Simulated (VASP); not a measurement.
Wanted: the native input for a VASP 6.6.1 run.

```yaml
Task: single point
Functional: PBE
Potentials_or_basis: VASP PAW PBE potentials, release 64 (Ca_sv, Au)
Cutoff: 520 eV
k_mesh: 6 × 6 × 4
Occupations: gaussian, width 0.1 eV
Spin: no spin polarisation
Dipole_correction: no
Further_INCAR_settings: ALGO = Fast; EDIFF = 1e-07; NBANDS = 34
```

The structure of Ca4Au lies in POSCAR:

```
Ca4Au
1.0
    5.5224220894      0.0000000000      0.0000000000
   -2.7612110447      4.7825578198      0.0000000000
    0.0000000000      0.0000000000      6.8294104328
Ca Au
4 1
Direct
    0.3333333333      0.6666666667      0.7649226016
    0.3333333333      0.6666666667      0.2350773984
    0.6666666667      0.3333333333      0.2350773984
    0.6666666667      0.3333333333      0.7649226016
    0.0000000000      0.0000000000      0.0000000000
```

The cell was generated, and may not be a known phase.

The input as run:

INCAR

```
SYSTEM = Ca4Au
PREC     = Accurate       ! precision mode
ENCUT    = 520            ! plane-wave cutoff, eV
EDIFF    = 1E-7           ! SCF threshold, eV
ISMEAR   = 0              ! smearing method
SIGMA    = 0.1            ! smearing width, eV
LREAL    = .False.        ! projectors in reciprocal space
LASPH    = .True.         ! aspherical terms in the spheres
NELM     = 60             ! most SCF steps
ALGO     = Fast           ! electronic algorithm
ISIF     = 2              ! what is computed and relaxed
LWAVE    = .False.        ! write WAVECAR
LCHARG   = .True.         ! write CHGCAR
GGA      = PE             ! functional
LELF     = .True.         ! ELF
LVHAR    = .True.       
NBANDS   = 34             ! bands
```

KPOINTS

```
regular mesh
0
Gamma
  6 6 4
  0 0 0
```

Potentials or basis: VASP PAW PBE potentials, release 64 (Ca_sv, Au).

The run is started by

```sh
$ cat potpaw_PBE.64/Ca_sv/POTCAR potpaw_PBE.64/Au/POTCAR > POTCAR
$ mpirun -np 1 vasp_std > vasp.out
```

It gave:

* Pressure: 0.3 GPa
* Largest force: 0.014 eV/Å
* Band gap on the k mesh: zero (an odd number of electrons rules out a gap without spin polarisation)

Caveat: spin-orbit coupling is left out, which moves the levels of the heavy elements.

Run time: 12 min on 1 thread of Intel Xeon 8259CL, on a shared host, peak memory 0.36 GiB.
